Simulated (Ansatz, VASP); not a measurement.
# KF in VASP and in Ansatz

Contents of INCAR:

```
PREC = Accurate
ENCUT = 520
EDIFF = 1E-6
ISMEAR = 0
SIGMA = 0.02
LREAL = F
LASPH = T
NELM = 100
ALGO = Normal
ISIF = 2
LWAVE = F
LCHARG = T
GGA = PE
LELF = T
LVHAR = T
NBANDS = 15
```

KPOINTS

```
Automatic mesh
0
Gamma
  8 8 8
```

The input POSCAR:

```
KF
1.0
    0.0000000000      2.7617255000      2.7617255000
    2.7617255000      0.0000000000      2.7617255000
    2.7617255000      2.7617255000      0.0000000000
K F
1 1
Direct
    0.0000000000      0.0000000000      0.0000000000
    0.5000000000      0.5000000000      0.5000000000
```

Input for Ansatz:

```yaml
crystal:
  lattice:
    - [0.0, 2.7617255, 2.7617255]
    - [2.7617255, 0.0, 2.7617255]
    - [2.7617255, 2.7617255, 0.0]
  atoms:
    - { symbol: K, position: [0.0, 0.0, 0.0] }
    - { symbol: F, position: [0.5, 0.5, 0.5] }
basis:
  ecutwfc: 420
kpoints:
  mp_grid: { grid: [8, 8, 8] }
hamiltonian:
  xc: pbe
scf:
  occupations: { method: gaussian, width: 0.02 }
output:
  forces: true
  stress: true
  eigenvalues: true
```

Alike in both runs: task single point; functional PBE; k mesh 8 × 8 × 8; occupations gaussian, width 0.02 eV; no spin polarisation.

|  | VASP | Ansatz |
| --- | --- | --- |
| version | VASP 6.6.1 | Ansatz 0.2.0 |
| potentials or method | VASP PAW PBE potentials, release 64 (K_sv, F), cutoff 520 eV | scalar-relativistic, plane waves, PAW |
| valence electrons in the cell | 16 | 16 |

```tsv
	VASP	Ansatz	Ansatz less VASP
gap on the k mesh at the Fermi level (eV)	5.67	5.69	+0.015
least direct gap on the mesh (eV)	5.67	5.69	+0.015
pressure (GPa)	-1.4	-1.4	+0.02
```
